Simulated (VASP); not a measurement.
# Mg4Cd (Cmmm) in VASP: single point with PBE

Aim: the single point of Mg4Cd with PBE.

Program: VASP 6.6.1. These are calculated values, not measurements. Logs are shortened: lines on timing, memory, paths and dates and some standing lists are left out, and cuts for length are marked.

### 1 The cell of the first run

It takes space group Cmmm (No. 65, orthorhombic). Conventional cell: a = 4.811 Å, b = 10.531 Å, c = 4.856 Å, α = 90.00°, β = 90.00°, γ = 90.00°. Within 3.8 Å of Mg (site symmetry m2m) lie 2 Cd at 2.90 Å and 9 Mg at 3.17 to 3.42 Å. Mg (site symmetry m2m) has 3 Cd at 2.91 to 3.63 Å and 9 Mg at 3.13 to 3.42 Å within 3.8 Å. Within 3.8 Å of Cd (site symmetry mmm) lie 10 Mg at 2.90 to 3.63 Å.

### 2 Single point, PBE

Input file POSCAR:

```
Mg4Cd
1.0
    2.4057297542     -5.2655355182      0.0000000000
    2.4057297542      5.2655355182      0.0000000000
    0.0000000000      0.0000000000      4.8560446371
Mg Cd
4 1
Direct
    0.6506380200      0.3493619800      0.0000000000
    0.8447537736      0.1552462264      0.5000000000
    0.3493619800      0.6506380200      0.0000000000
    0.1552462264      0.8447537736      0.5000000000
    0.5000000000      0.5000000000      0.5000000000
```

Input file INCAR.step1:

```
PREC = Accurate
ENCUT = 520
EDIFF = 1E-6
ISMEAR = 0
SIGMA = 0.1
LREAL = F
LASPH = T
NELM = 100
ALGO = Normal
ISIF = 2
LWAVE = F
LCHARG = T
GGA = PE
NBANDS = 18
```

Input file KPOINTS.step1:

```
regular mesh
0
Gamma
  8 8 8
```

Input file INCAR.step2:

```
PREC = Accurate
ENCUT = 520
EDIFF = 1E-6
ISMEAR = -5
SIGMA = 0.1
LREAL = F
LASPH = T
NELM = 100
ALGO = Normal
ISIF = 2
LWAVE = F
LCHARG = F
GGA = PE
LORBIT = 10
NBANDS = 18
NEDOS = 1001
ICHARG = 11
```

Input file KPOINTS.step2:

```
regular mesh
0
Gamma
  12 12 12
```

Potentials or basis: VASP PAW PBE potentials, release 64 (Mg, Cd).

Run with:

```
$ cat potpaw_PBE.64/Mg/POTCAR potpaw_PBE.64/Cd/POTCAR > POTCAR
$ cp INCAR.step1 INCAR
$ cp KPOINTS.step1 KPOINTS
$ mpirun -np 1 vasp_std > vasp.out
$ cp INCAR.step2 INCAR
$ cp KPOINTS.step2 KPOINTS
$ mpirun -np 1 vasp_std > vasp.out
```

OUTCAR:

```text
PREC = Accurate
   ENCUT = 520
   EDIFF = 1E-6
   ISMEAR = -5
   LREAL = F
   LASPH = T
   NELM = 100
   ISIF = 2
   GGA = PE
   LORBIT = 10
   ICHARG = 11

 ion  position               nearest neighbor table
   1  0.651  0.349  0.000-   5 2.90   5 2.90   3 3.17   2 3.17   2 3.17   3 3.19   3 3.19   4 3.42
                             4 3.42   4 3.42   4 3.42
   2  0.845  0.155  0.500-   5 2.91   5 2.91   4 3.13   4 3.13   1 3.17   1 3.17   4 3.27   3 3.42
                             3 3.42   3 3.42   3 3.42   5 3.63
   3  0.349  0.651  0.000-   5 2.90   5 2.90   1 3.17   4 3.17   4 3.17   1 3.19   1 3.19   2 3.42
                             2 3.42   2 3.42   2 3.42
   4  0.155  0.845  0.500-   5 2.91   5 2.91   2 3.13   2 3.13   3 3.17   3 3.17   2 3.27   1 3.42
                             1 3.42   1 3.42   1 3.42   5 3.63
   5  0.500  0.500  0.500-   1 2.90   3 2.90   1 2.90   3 2.90   4 2.91   2 2.91   4 2.91   2 2.91
                             2 3.63   4 3.63

  LATTYP: Found a base centered orthorhombic cell.
 ALAT       =     4.8114595084
 B/A-ratio  =     2.1887477216
 C/A-ratio  =     1.0092664458

  Lattice vectors:

 A1 = (   2.4057297542,  -5.2655355182,   0.0000000000)
 A2 = (   2.4057297542,   5.2655355182,   0.0000000000)
 A3 = (   0.0000000000,   0.0000000000,   4.8560446371)

Analysis of symmetry for initial positions (statically):
=====================================================================
 Subroutine PRICEL returns:
 Original cell was already a primitive cell.

 Routine SETGRP: Setting up the symmetry group for a
 base centered orthorhombic supercell.

 Subroutine GETGRP returns: Found  8 space group operations
 (whereof  8 operations were pure point group operations)
 out of a pool of  8 trial point group operations.

The static configuration has the point symmetry D_2h.

Analysis of symmetry for dynamics (positions and initial velocities):
=====================================================================
 Subroutine PRICEL returns:
 Original cell was already a primitive cell.

 Routine SETGRP: Setting up the symmetry group for a
 base centered orthorhombic supercell.

 Subroutine GETGRP returns: Found  8 space group operations
 (whereof  8 operations were pure point group operations)
 out of a pool of  8 trial point group operations.

The dynamic configuration has the point symmetry D_2h.

 Subroutine INISYM returns: Found  8 space group operations
 (whereof  8 operations are pure point group operations),
 and found     1 'primitive' translations

----------------------------------------------------------------------------------------

                                     Primitive cell

  volume of cell :     123.0275

  direct lattice vectors                    reciprocal lattice vectors
     2.405729754 -5.265535518  0.000000000     0.207837143 -0.094957103  0.000000000
     2.405729754  5.265535518  0.000000000     0.207837143  0.094957103  0.000000000
     0.000000000  0.000000000  4.856044637     0.000000000  0.000000000  0.205928914

  length of vectors
     5.789075914  5.789075914  4.856044637     0.228501925  0.228501925  0.205928914

  position of ions in fractional coordinates (direct lattice)
     0.650638020  0.349361980  0.000000000
     0.844753774  0.155246226  0.500000000
     0.349361980  0.650638020  0.000000000
     0.155246226  0.844753774  0.500000000
     0.500000000  0.500000000  0.500000000

  ion indices of the primitive-cell ions
   primitive index   ion index
                 1           1
                 2           2
                 3           3
                 4           4
                 5           5

----------------------------------------------------------------------------------------

 KPOINTS: regular mesh

Automatic generation of k-mesh.
 Grid dimensions read from file:
 generate k-points for:   12   12   12

 Generating k-lattice:

  Cartesian coordinates                     Fractional coordinates (reciprocal lattice)
     0.017319762 -0.007913092  0.000000000     0.083333333  0.000000000  0.000000000
     0.017319762  0.007913092  0.000000000     0.000000000  0.083333333  0.000000000
     0.000000000  0.000000000  0.017160743     0.000000000  0.000000000  0.083333333

  Length of vectors
     0.019041827  0.019041827  0.017160743

  Shift w.r.t. Gamma in fractional coordinates (k-lattice)
     0.000000000  0.000000000  0.000000000

 TETIRR: Found   2592 inequivalent tetrahedra from    10368

 Subroutine IBZKPT returns following result:
 ===========================================

 Found    301 irreducible k-points:

 Following reciprocal coordinates:
            Coordinates               Weight
  0.000000  0.000000  0.000000      1.000000
  0.083333  0.000000  0.000000      4.000000
  0.166667  0.000000  0.000000      4.000000
  0.250000  0.000000  0.000000      4.000000
  0.333333 -0.000000  0.000000      4.000000
  0.416667  0.000000  0.000000      4.000000
[... 16 lines left out ...]
  0.500000  0.166667  0.000000      4.000000
 -0.416667  0.166667  0.000000      4.000000
 [... further k-points ...]
   k-points           NKPTS =    301   k-points in BZ     NKDIM =    301   number of bands    NBANDS=     18
   number of dos      NEDOS =   1001   number of ions     NIONS =      5
   total plane-waves  NPLWV =  82944
   dimension x,y,z NGX =    48 NGY =   48 NGZ =   36
   dimension x,y,z NGXF=    96 NGYF=   96 NGZF=   72
   ions per type =               4   1
   NGX,Y,Z   is equivalent  to a cutoff of  13.78, 13.78, 12.32 a.u.
   NGXF,Y,Z  is equivalent  to a cutoff of  27.57, 27.57, 24.65 a.u.
 SYSTEM =  unknown system
   PREC   = accura    normal or accurate (medium, high low for compatibility)
   ISTART =      0    job   : 0-new  1-cont  2-samecut
   ICHARG =     11    charge: 1-file 2-atom 10-const
   ISPIN  =      1    spin polarized calculation?
   LNONCOLLINEAR =      F non collinear calculations
   LSORBIT =      F    spin-orbit coupling
   LASPH  =      T    aspherical Exc in radial PAW
   ENCUT  =  520.0 eV  38.22 Ry    6.18 a.u.  10.76 10.76  9.03*2*pi/ulx,y,z
   NELM   =    100;   NELMIN=  2; NELMDL=  0     # of ELM steps
   EDIFF  = 0.1E-05   stopping-criterion for ELM
   LREAL  =      F    real-space projection
   EDIFFG = 0.1E-04   stopping-criterion for IOM
   NSW    =      0    number of steps for IOM
   IBRION =     -1    ionic relax: 0-MD 1-quasi-New 2-CG
   NFREE  =      0    steps in history (QN), initial steepest desc. (CG)
   ISIF   =      2    stress and relaxation
   ISYM   =      2    0-nonsym 1-usesym 2-fastsym
   POTIM  = 0.5000    time-step for ionic-motion
   TEBEG  =    0.0;   TEEND  =   0.0 temperature during run
   PSTRESS=    0.0 pullay stress
   NELECT =      20.0000    total number of electrons
   NUPDOWN=      -1.0000    fix difference up-down
   EMIN   =  10.00;   EMAX   =-10.00  energy-range for DOS
   EFERMI =   0.00;   METHOD = LEGACY
   ISMEAR =    -5;   SIGMA  =   0.10  broadening in eV -4-tet -1-fermi 0-gaus
   EFERMI_NEDOS =   21; number of points for ismear=-14 and -15
   IALGO  =     38    algorithm
   IMIX   =      4    mixing-type and parameters
     AMIX     =   0.40;   BMIX     =  1.00
     AMIX_MAG =   1.60;   BMIX_MAG =  1.00
  volume/ion in A,a.u.               =      24.61       166.05
  Fermi-wavevector in a.u.,A,eV,Ry     =   0.893479  1.688430 10.861585  0.798304
  Thomas-Fermi vector in A             =   2.015561
   LORBIT       =     10    0 simple, 1 ext, 2 COOP (PROOUT), +10 PAW based schemes
   GGA     = PE    functional components
   LHFCALC =     F    Hartree Fock is set to
   AEXX    =    0.0000 exact exchange contribution
   IVDW    =     0    specifies the selected vdW correction
   LEPSILON=     F    determine dielectric tensor
   LRPA    =     F    only Hartree local field effects (RPA)
 non-spin polarized calculation
 Fermi weights with tetrahedron method with Bloechl corrections
  energy-cutoff  :      520.00
  volume of cell :      123.03
 maximum number of plane-waves:      3348
 NGX is ok and might be reduce to    48

 number of electron      19.9999999 magnetization

 Free energy of the ion-electron system (eV)
  ---------------------------------------------------
  ext. energy  EPLUGINS =         0.00000000
  ---------------------------------------------------
  free energy    TOTEN  =        -6.63198852 eV

  energy without entropy =       -6.63198852  energy(sigma->0) =       -6.63198852

 E-fermi :   2.1132     XC(G=0):  -8.6054

 val. band max:        2.2285192288   @ k =   0.3333   0.2500   0.0833
 cond. band min:       1.9631598639   @ k =   0.2500   0.0833   0.5000
 fundamental gap:     -0.2653593649
 Fermi energy:         2.1131790598

 k-point     1 :       0.0000    0.0000    0.0000
  band No.  band energies     occupation
      1      -6.8973      2.00000
      2      -6.8321      2.00000
      3      -6.8116      2.00000
      4      -6.7691      2.00000
      5      -6.7084      2.00000
      6      -4.9063      2.00000
[... 10 lines left out ...]
     17       7.5144      0.00000
     18       8.2047      0.00000

 k-point     2 :       0.0833    0.0000    0.0000
  band No.  band energies     occupation
      1      -6.8941      2.00000
      2      -6.8338      2.00000
      3      -6.8117      2.00000
      4      -6.7673      2.00000
      5      -6.7096      2.00000
      6      -4.8532      2.00000
[... 10 lines left out ...]
     17       7.3990      0.00000
     18       7.5611      0.00000

 k-point     3 :       0.1667    0.0000    0.0000
  band No.  band energies     occupation
      1      -6.8857      2.00000
      2      -6.8388      2.00000
      3      -6.8121      2.00000
      4      -6.7621      2.00000
      5      -6.7129      2.00000
      6      -4.6942      2.00000
[... 412 lines left out ...]
 k-point    23 :       0.5000    0.1667    0.0000
  band No.  band energies     occupation
      1      -6.8645      2.00000
      2      -6.8518      2.00000
      3      -6.8148      2.00000
      4      -6.7426      2.00000
      5      -6.7221      2.00000
      6      -3.6639      2.00000
[... 10 lines left out ...]
     17       6.1907      0.00000
     18       7.0543      0.00000

 k-point    24 :      -0.4167    0.1667    0.0000
  band No.  band energies     occupation
      1      -6.8747      2.00000
      2      -6.8437      2.00000
      3      -6.8151      2.00000
      4      -6.7492      2.00000
      5      -6.7177      2.00000
      6      -4.0647      2.00000
[... 10 lines left out ...]
     17       6.3553      0.00000
     18       7.1318      0.00000

 [... further k-points ...]
[... 5 lines left out ...]
  --------------------------------------------------------------------------------------
  -------------------------------------------------------------------------------------
  Total       -0.0827716      0.0593344     -0.0111989      0.0000000      0.0000000      0.0000000
  in kB       -1.0779288      0.7727069     -0.1458421      0.0000000      0.0000000      0.0000000
  external PRESSURE =      -0.1503547 kB  Pullay stress =       0.0000000 kB

 VOLUME and BASIS-vectors are now :
 -----------------------------------------------------------------------------
  energy-cutoff  :      520.00
  volume of cell :      123.03
      direct lattice vectors                 reciprocal lattice vectors
     2.405729754 -5.265535518  0.000000000     0.207837143 -0.094957103  0.000000000
     2.405729754  5.265535518  0.000000000     0.207837143  0.094957103  0.000000000
     0.000000000  0.000000000  4.856044637     0.000000000  0.000000000  0.205928914

 POSITION                                       TOTAL-FORCE (eV/Angst)
 -----------------------------------------------------------------------------------
      2.40573     -1.58638      0.00000        -0.000000      0.001313      0.000000
      2.40573     -3.63063      2.42802        -0.000000     -0.003408      0.000000
      2.40573      1.58638      0.00000        -0.000000     -0.001313      0.000000
      2.40573      3.63063      2.42802        -0.000000      0.003408     -0.000000
      2.40573      0.00000      2.42802         0.000000     -0.000000      0.000000
 -----------------------------------------------------------------------------------
    total drift:                               -0.000000     -0.000000     -0.000000

  FREE ENERGIE OF THE ION-ELECTRON SYSTEM (eV)
  ---------------------------------------------------
  free  energy   TOTEN  =        -6.6319885241 eV

  energy  without entropy=       -6.6319885241  energy(sigma->0) =       -6.63198852

 total charge

# of ion       s       p       d       tot
------------------------------------------
    1        0.206   0.123   0.010   0.340
    2        0.205   0.119   0.012   0.335
    3        0.206   0.123   0.010   0.340
    4        0.205   0.119   0.012   0.335
    5        0.595   0.393   9.418  10.407
--------------------------------------------------
tot          1.417   0.877   9.463  11.757
```

Wall time 6.7 min (1 thread of Intel Xeon 6975P-C (Granite Rapids), shared host); peak memory 0.77 GiB.

Results:

- Valence electrons inside the program's atomic spheres: Mg 0.34; Cd 10.41

Caveat: tetrahedron occupations give inexact forces and stress in metals.
